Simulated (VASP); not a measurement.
Runs of VASP 6.6.1 on InSe. The structure is that of space group R3m (No. 160), or close to it. The cells are those of the table. 

```csv
task,cell,gap on the mesh (eV),pressure (GPa),largest force (eV/Å)
single point,"a = 8.872 Å, angles 26.1°, 4 atoms",(b),1.4,0.33
single point,"a = 8.599, b = 8.642, c = 8.654 Å, angles 26.9, 26.7, 26.8°, 4 atoms",0.73,3.0,0.27
electric field gradients,"a = 8.712 Å, angles 26.5°, 4 atoms",0.74,2.4,0.28
single point,"a = 8.471 Å, angles 27.3°, 4 atoms",0.71,(a),0.33
single point,"a = 8.712 Å, angles 26.5°, 4 atoms",0.74,2.4,0.28
```

Alike in all rows: level PBE; potentials or basis VASP PAW PBE potentials, release 64 (In_d, Se); no spin polarisation; k mesh 7 × 7 × 7; cutoff (eV) 520; smearing fermi-dirac 0.01 eV.

Task: Fill in the values left out.

Result: (a) 4.1; (b) 0.77.

Caveats: spin-orbit coupling is left out, which moves the levels of the heavy elements; the cell stands under pressure (at least some runs).

A k mesh can miss the band edges, and the runs leave out spin-orbit coupling on In, Se.
